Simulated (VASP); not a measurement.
A run of VASP 6.6.1:

Contents of INCAR:

```
  PREC = Accurate
  ENCUT = 520
  EDIFF = 1E-6
  ISMEAR = -1
  SIGMA = 0.05
  LREAL = F
  LASPH = T
  NELM = 60
  ALGO = Normal
  ISIF = 2
  LWAVE = F
  LCHARG = F
  GGA = PE
  NBANDS = 28
```

Contents of KPOINTS:

```
Automatic mesh
0
Gamma
  8 8 5
```

File POSCAR:

```
Ca
1.0
    3.2605325515      0.0000000000      0.0000000000
   -1.6302662758      2.8237040195      0.0000000000
    0.0000000000      0.0000000000     10.7396643493
Ca
4
Direct
    0.0000000000      0.0000000000      0.0000000000
    0.0000000000      0.0000000000      0.5000000000
    0.3333333333      0.6666666667      0.2500000000
    0.6666666667      0.3333333333      0.7500000000
```

Potentials or basis: VASP PAW PBE potentials, release 64 (Ca_sv).

The run is started by

```console
$ cat potpaw_PBE.64/Ca_sv/POTCAR > POTCAR
$ mpirun -np 1 vasp_std > vasp.out
```

Hardware: 1 thread of Intel(R) Xeon(R) Platinum 8488C (Sapphire Rapids), with other jobs on the host.

How long does it take, and how much memory?

It took 37 s on 1 thread of Intel(R) Xeon(R) Platinum 8488C (Sapphire Rapids) (shared host), peak memory 0.22 GiB. Counts: scf iterations 12, k points 30.
